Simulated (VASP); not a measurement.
Input of a VASP 6.6.1 run:

File INCAR:

```
SYSTEM = Sb
PREC = Accurate
ENCUT = 520
EDIFF = 1E-6
ISMEAR = 0
SIGMA = 0.1
LREAL = .False.
LASPH = .True.
NELM = 100
ALGO = Normal
ISIF = 2
LWAVE = .False.
LCHARG = .False.
GGA = PS
NBANDS = 12
```

The input KPOINTS:

```
Automatic mesh
0
Gamma
  14 10 10
  0 0 0
```

Contents of POSCAR:

```
Sb
1.0
    3.0637568998      0.0000000000      0.0126666375
    0.0000000000      4.3256139648      0.0000000000
   -0.0203108920      0.0000000000      4.3263950861
Sb
2
Direct
    0.9999275747      0.7500000000      0.7499782594
    0.0000724253      0.2500000000      0.2500217406
```

Potentials or basis: VASP PAW PBE potentials, release 64 (Sb).

Command:

```bash
$ cat potpaw_PBE.64/Sb/POTCAR > POTCAR
$ mpirun -np 1 vasp_std > vasp.out
```

**Question.** Estimate the band gap on the k mesh.

**Answer.** Zero (band 5 reaches 12.98 eV, above the bottom of band 6 at 3.79 eV).

**Question.** What does it give for the pressure?

**Answer.** 0.1 GPa.

Caveat: the PAW data sets were made with another functional, which shifts forces and pressure a little; spin-orbit coupling is left out, which moves the levels of the heavy elements.
